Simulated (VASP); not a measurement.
Set up this calculation in VASP 6.6.1, as the native input.

```yaml
Task: single point
Functional: PBE
Potentials_or_basis: VASP PAW PBE potentials, release 64 (C)
Cutoff: 520 eV
k_mesh: 8 × 8 × 8
Occupations: gaussian, width 0.1 eV
Spin: no spin polarisation
Dipole_correction: no
Further_INCAR_settings: ALGO = Normal; EDIFF = 1e-07; NBANDS = 11
```

The structure of C lies in POSCAR:

```
C
1.0
   -2.1160816959      2.1160816959      1.1510516985
    2.1160816959     -2.1160816959      1.1510516985
    2.1160816959      2.1160816959     -1.1510516985
C
2
Direct
    0.7500000000      0.2500000000      0.5000000000
    0.0000000000      0.0000000000      0.0000000000
```

This cell differs from its parent crystal: Sn replaced by C, lengths x 0.728, strained.

The input as run:

INCAR

```
SYSTEM = C
  PREC = Accurate
  ENCUT = 520
  EDIFF = 1E-7
  ISMEAR = 0
  SIGMA = 0.1
  LREAL = .False.
  LASPH = .True.
  NELM = 60
  ALGO = Normal
  ISIF = 2
  LWAVE = .False.
  LCHARG = .False.
  GGA = PE
  NBANDS = 11
```

KPOINTS

```
Automatic mesh
0
Gamma
  8 8 8
  0 0 0
```

Potentials or basis: VASP PAW PBE potentials, release 64 (C).

Launch:

```bash
$ cat potpaw_PBE.64/C/POTCAR > POTCAR
$ mpirun -np 1 vasp_std > vasp.out
```

Results of the run:

| Quantity | Value |
| --- | --- |
| Pressure | -46.7 GPa |
| Band gap on the k mesh | zero (bands 4 and 5 overlap by 3.76 eV) |

Caveat: the k points lie up to 0.39 Å⁻¹ apart, too coarse for converged energies and pressures of a metal; the cell differs from its parent crystal (Sn replaced by C, lengths x 0.728, strained).

Wall time 4.5 s on 1 thread of Intel(R) Xeon(R) 6975P-C (Granite Rapids) (shared host), peak memory 0.12 GiB.
